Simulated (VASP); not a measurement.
Wanted: the native input for a VASP 6.6.1 run.

* Task: single point
* Functional: LDA
* Potentials or basis: VASP PAW LDA potentials, release 64 (C)
* Cutoff: 600 eV
* k mesh: 10 × 10 × 10
* Occupations: gaussian, width 0.1 eV
* Spin: no spin polarisation
* Dipole correction: no
* Further INCAR settings: ALGO = Normal; EDIFF = 1e-06; NBANDS = 11

The structure of C lies in POSCAR:

```
C
1.0
    0.0000000000      1.7657474434      1.7657474434
    1.7657474434      0.0000000000      1.7657474434
    1.7657474434      1.7657474434      0.0000000000
C
2
Direct
    0.0000000000      0.0000000000      0.0000000000
    0.2500000000      0.2500000000      0.2500000000
```

The input as run:

INCAR

```
SYSTEM = C
PREC = Accurate
ENCUT = 600
EDIFF = 1E-6
ISMEAR = 0
SIGMA = 0.1
LREAL = .FALSE.
LASPH = .TRUE.
NELM = 120
ALGO = Normal
ISIF = 2
LWAVE = .FALSE.
LCHARG = .FALSE.
GGA = CA
NBANDS = 11
GGA_COMPAT = .FALSE.
```

KPOINTS

```
regular mesh
0
G
  10 10 10
  0 0 0
```

Potentials or basis: VASP PAW LDA potentials, release 64 (C).

Run with:

```bash
$ cat potpaw_LDA.64/C/POTCAR > POTCAR
$ mpirun -np 1 vasp_std > vasp.out
```

It gave:

The pressure is 0.9 GPa and the band gap on the k mesh is 4.20 eV, indirect (least direct gap 5.63 eV).

Run time: 3.5 s on 1 thread of Intel Xeon 6975P-C (shared host), peak memory 0.11 GiB.
